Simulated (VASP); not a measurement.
# Zn (Fd-3m) in VASP: further runs

Runs on Zn. Level: PBE. Tasks: single point.

Everything below comes from runs of VASP 6.6.1. Logs are shortened: lines on timing, memory, paths and dates and some standing lists are left out, and cuts for length are marked.

## (1) The cell of the first run

The structure is cubic, space group Fd-3m (No. 227). Conventional cell: a = 4.569 Å, b = 4.569 Å, c = 4.569 Å, α = 90.00°, β = 90.00°, γ = 90.00°. Within 2.6 Å of Zn (site symmetry -43m) lie 4 Zn at 1.98 Å.

## (2) Single point, PBE

Contents of INCAR:

```
SYSTEM = Zn
PREC = Accurate
ENCUT = 520
EDIFF = 1E-6
ISMEAR = -1
SIGMA = 0.1
LREAL = .FALSE.
LASPH = .TRUE.
NELM = 100
ALGO = Normal
ISIF = 2
LWAVE = .FALSE.
LCHARG = .FALSE.
GGA = PE
NBANDS = 19
```

Contents of KPOINTS:

```
regular mesh
0
G
  15 15 15
  0 0 0
```

Contents of POSCAR:

```
Zn
1.0
    0.0000000000      2.2846694968      2.2846694968
    2.2846694968      0.0000000000      2.2846694968
    2.2846694968      2.2846694968      0.0000000000
Zn
2
Direct
   -0.1250000000     -0.1250000000     -0.1250000000
    0.1250000000      0.1250000000      0.1250000000
```

Potentials or basis: VASP PAW PBE potentials, release 64 (Zn).

On the command line:

```
$ cat potpaw_PBE.64/Zn/POTCAR > POTCAR
$ mpirun -np 1 vasp_std > vasp.out
```

OUTCAR:

```text
SYSTEM = Zn
   PREC = Accurate
   ENCUT = 520
   EDIFF = 1E-6
   ISMEAR = -1
   LREAL = .FALSE.
   LASPH = .TRUE.
   NELM = 100
   ISIF = 2
   GGA = PE

 ion  position               nearest neighbor table
   1  0.875  0.875  0.875-   2 1.98   2 1.98   2 1.98   2 1.98
   2  0.125  0.125  0.125-   1 1.98   1 1.98   1 1.98   1 1.98

  LATTYP: Found a face centered cubic cell.
 ALAT       =     4.5693389936

  Lattice vectors:

 A1 = (   0.0000000000,   2.2846694968,   2.2846694968)
 A2 = (   2.2846694968,   0.0000000000,   2.2846694968)
 A3 = (   2.2846694968,   2.2846694968,   0.0000000000)

Analysis of symmetry for initial positions (statically):
=====================================================================
 Subroutine PRICEL returns:
 Original cell was already a primitive cell.

 Routine SETGRP: Setting up the symmetry group for a
 face centered cubic supercell.

 Subroutine GETGRP returns: Found 48 space group operations
 (whereof 12 operations were pure point group operations)
 out of a pool of 48 trial point group operations.

The static configuration has the point symmetry D_3d.
 The point group associated with its full space group is O_h .

Analysis of symmetry for dynamics (positions and initial velocities):
=====================================================================
 Subroutine PRICEL returns:
 Original cell was already a primitive cell.

 Routine SETGRP: Setting up the symmetry group for a
 face centered cubic supercell.

 Subroutine GETGRP returns: Found 48 space group operations
 (whereof 12 operations were pure point group operations)
 out of a pool of 48 trial point group operations.

The dynamic configuration has the point symmetry D_3d.
 The point group associated with its full space group is O_h .

 Subroutine INISYM returns: Found 48 space group operations
 (whereof 12 operations are pure point group operations),
 and found     1 'primitive' translations

----------------------------------------------------------------------------------------

                                     Primitive cell

  volume of cell :      23.8506

  direct lattice vectors                    reciprocal lattice vectors
     0.000000000  2.284669497  2.284669497    -0.218850035  0.218850035  0.218850035
     2.284669497  0.000000000  2.284669497     0.218850035 -0.218850035  0.218850035
[... 75 lines left out ...]
 SYSTEM =  Zn
   PREC   = accura    normal or accurate (medium, high low for compatibility)
   ISTART =      0    job   : 0-new  1-cont  2-samecut
   ICHARG =      2    charge: 1-file 2-atom 10-const
   ISPIN  =      1    spin polarized calculation?
   LNONCOLLINEAR =      F non collinear calculations
   LSORBIT =      F    spin-orbit coupling
   LASPH  =      T    aspherical Exc in radial PAW
   ENCUT  =  520.0 eV  38.22 Ry    6.18 a.u.   6.01  6.01  6.01*2*pi/ulx,y,z
   NELM   =    100;   NELMIN=  2; NELMDL= -5     # of ELM steps
   EDIFF  = 0.1E-05   stopping-criterion for ELM
   LREAL  =      F    real-space projection
   EDIFFG = 0.1E-04   stopping-criterion for IOM
   NSW    =      0    number of steps for IOM
   IBRION =     -1    ionic relax: 0-MD 1-quasi-New 2-CG
   NFREE  =      0    steps in history (QN), initial steepest desc. (CG)
   ISIF   =      2    stress and relaxation
   ISYM   =      2    0-nonsym 1-usesym 2-fastsym
   POTIM  = 0.5000    time-step for ionic-motion
   TEBEG  =    0.0;   TEEND  =   0.0 temperature during run
   PSTRESS=    0.0 pullay stress
   NELECT =      24.0000    total number of electrons
   NUPDOWN=      -1.0000    fix difference up-down
   EMIN   =  10.00;   EMAX   =-10.00  energy-range for DOS
   EFERMI =   0.00;   METHOD = LEGACY
   ISMEAR =    -1;   SIGMA  =   0.10  broadening in eV -4-tet -1-fermi 0-gaus
   EFERMI_NEDOS =   21; number of points for ismear=-14 and -15
   IALGO  =     38    algorithm
   IMIX   =      4    mixing-type and parameters
     AMIX     =   0.40;   BMIX     =  1.00
     AMIX_MAG =   1.60;   BMIX_MAG =  1.00
  volume/ion in A,a.u.               =      11.93        80.48
  Fermi-wavevector in a.u.,A,eV,Ry     =   1.640509  3.100112 36.616934  2.691269
  Thomas-Fermi vector in A             =   2.731135
   LORBIT       =      0    0 simple, 1 ext, 2 COOP (PROOUT), +10 PAW based schemes
   GGA     = PE    functional components
   LHFCALC =     F    Hartree Fock is set to
   AEXX    =    0.0000 exact exchange contribution
   IVDW    =     0    specifies the selected vdW correction
   LEPSILON=     F    determine dielectric tensor
   LRPA    =     F    only Hartree local field effects (RPA)
 non-spin polarized calculation
  energy-cutoff  :      520.00
  volume of cell :       23.85
 maximum number of plane-waves:       656
   NGX = 13   NGY = 13   NGZ = 13

 number of electron      24.0000035 magnetization

 Free energy of the ion-electron system (eV)
  ---------------------------------------------------
  ext. energy  EPLUGINS =         0.00000000
  ---------------------------------------------------
  free energy    TOTEN  =         3.51664238 eV

  energy without entropy =        3.53337024  energy(sigma->0) =        3.52500631

 E-fermi :   4.8642     XC(G=0): -12.6345

 val. band max:        4.7831383130   @ k =  -0.4000   0.4667   0.1333
 cond. band min:       4.9572544527   @ k =  -0.4667   0.3333   0.0667
 fundamental gap:      0.1741161397
 Fermi energy:         4.8641830587

 k-point     1 :       0.0000    0.0000    0.0000
  band No.  band energies     occupation
      1      -7.4855      2.00000
      2      -5.3662      2.00000
      3      -5.3662      2.00000
      4      -5.3420      2.00000
      5      -5.3420      2.00000
      6      -5.3420      2.00000
[... 505 lines left out ...]
      6      -4.8600      2.00000
[... 11 lines left out ...]
     18      20.3285      0.00000
     19      22.1202      0.00000

 [... further k-points ...]
[... 5 lines left out ...]
  --------------------------------------------------------------------------------------
  -------------------------------------------------------------------------------------
  Total       18.1837440     18.1837440     18.1837440     -0.0000000     -0.0000000     -0.0000000
  in kB     1221.5007711   1221.5007711   1221.5007711     -0.0000000     -0.0000000     -0.0000000
  external PRESSURE =    1221.5007711 kB  Pullay stress =       0.0000000 kB

 VOLUME and BASIS-vectors are now :
 -----------------------------------------------------------------------------
  energy-cutoff  :      520.00
  volume of cell :       23.85
      direct lattice vectors                 reciprocal lattice vectors
     0.000000000  2.284669497  2.284669497    -0.218850035  0.218850035  0.218850035
     2.284669497  0.000000000  2.284669497     0.218850035 -0.218850035  0.218850035
     2.284669497  2.284669497  0.000000000     0.218850035  0.218850035 -0.218850035

 POSITION                                       TOTAL-FORCE (eV/Angst)
 -----------------------------------------------------------------------------------
      3.99817      3.99817      3.99817         0.000000     -0.000000     -0.000000
      0.57117      0.57117      0.57117        -0.000000      0.000000      0.000000
 -----------------------------------------------------------------------------------
    total drift:                                0.000000      0.000000      0.000000

  FREE ENERGIE OF THE ION-ELECTRON SYSTEM (eV)
  ---------------------------------------------------
  free  energy   TOTEN  =         3.5166423841 eV

  energy  without entropy=        3.5333702350  energy(sigma->0) =        3.52500631
```

Run time: 12 s. Hardware: 1 thread of Intel Xeon 6975P-C (Granite Rapids), shared host; peak memory 0.16 GiB.

Results:

* Free energy: 3.5166 eV
* Pressure: 122.2 GPa
* Band gap on the k mesh: zero (band 12 reaches 14.67 eV, above the bottom of band 13 at 2.59 eV)

Levels at points of the mesh, in eV from the Fermi level:
| k point | band 9 | band 10 | band 11 | band 12 | band 13 | band 14 | band 15 | band 16 |
| --- | --- | --- | --- | --- | --- | --- | --- | --- |
| (0.00, 0.00, 0.00) | -8.45 | -7.53 | -7.53 | 9.80 | 9.80 | 9.80 | 10.53 | 10.53 |

## (3) Single point, PBE

Contents of INCAR:

```
SYSTEM = Zn
PREC = Accurate
ENCUT = 520
EDIFF = 1E-7
ISMEAR = -1
SIGMA = 0.1
LREAL = .False.
LASPH = .True.
NELM = 60
ALGO = Normal
ISIF = 2
LWAVE = .False.
LCHARG = .True.
GGA = PE
LELF = .True.
LVHAR = .True.
NBANDS = 19
```

Contents of KPOINTS:

```
regular mesh
0
Gamma
  15 15 15
  0 0 0
```

Contents of POSCAR:

```
Zn
1.0
    0.0000000000      2.2848950106      2.2848950106
    2.2848950106      0.0000000000      2.2848950106
    2.2848950106      2.2848950106      0.0000000000
Zn
2
Direct
   -0.1250000000     -0.1250000000     -0.1250000000
    0.1250000000      0.1250000000      0.1250000000
```

Potentials or basis: VASP PAW PBE potentials, release 64 (Zn).

On the command line:

```
$ cat potpaw_PBE.64/Zn/POTCAR > POTCAR
$ mpirun -np 1 vasp_std > vasp.out
```

Run time: 16 s. Hardware: 1 thread of Intel Xeon 6975P-C (Granite Rapids), shared host; peak memory 0.16 GiB.

The run converged. Its results:

```yaml
Free_energy: 3.5113 eV
Pressure: 122.1 GPa
Band_gap_on_the_k_mesh: zero (band 12 reaches 14.66 eV, above the bottom of band 13 at 2.58 eV)
```

Levels at points of the mesh, in eV from the Fermi level:
```csv
k point,band 10,band 11,band 12,band 13,band 14,band 15
"(0.00, 0.00, 0.00)",-7.53,-7.53,9.80,9.80,9.80,10.53
```
